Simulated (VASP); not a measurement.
Here is a VASP 6.6.1 calculation.

Contents of INCAR:

```
PREC     = Accurate       # precision mode
ENCUT    = 600            # plane-wave cutoff, eV
EDIFF    = 1E-7           # SCF threshold, eV
ISMEAR   = 0              # smearing method
SIGMA    = 0.1            # smearing width, eV
LREAL    = F              # projectors in reciprocal space
LASPH    = T              # aspherical terms in the spheres
NELM     = 80             # most SCF steps
ALGO     = Normal         # electronic algorithm
ISIF     = 3              # what is computed and relaxed
LWAVE    = F              # write WAVECAR
LCHARG   = F              # write CHGCAR
GGA      = PE             # functional
IBRION   = 2              # ionic algorithm
NSW      = 90             # ionic steps
EDIFFG   = -0.04          # ionic threshold
```

KPOINTS

```
regular mesh
0
Gamma
  4 4 4
```

The input POSCAR:

```
Sb
1.0
    2.9885618200     -6.3739824600      0.0000000000
    2.9885618200      6.3739824600      0.0000000000
    0.0000000000      0.0000000000      4.2477171800
Sb
6
Direct
    0.1019200500      0.3216338200      0.5000000000
    0.8980799500      0.6783661800      0.5000000000
    0.3216338200      0.1019200500      0.5000000000
    0.6783661800      0.8980799500      0.5000000000
    0.0000000000      0.5000000000      0.0000000000
    0.5000000000      0.0000000000      0.0000000000
```

Potentials or basis: VASP PAW PBE potentials, release 64 (Sb).

Run with:

```sh
$ cat potpaw_PBE.64/Sb/POTCAR > POTCAR
$ mpirun -np 1 vasp_std > vasp.out
```

What does it give for the relaxed volume?

33.58 Å³/atom.

What does it give for the space group after relaxing (to 0.05 Å)?

Pmmm (No. 47).

Forces in eV/Å, atoms in the order of the input:
```
Sb   0.037  0.002  0.000
Sb  -0.037 -0.002  0.000
Sb   0.037 -0.002  0.000
Sb  -0.037  0.002  0.000
Sb   0.000  0.000  0.000
Sb   0.000  0.000  0.000
```

Caveat: the k points lie up to 0.34 Å⁻¹ apart in the final cell; the volume moved by over 15 % at a fixed basis, so the end points are rough.
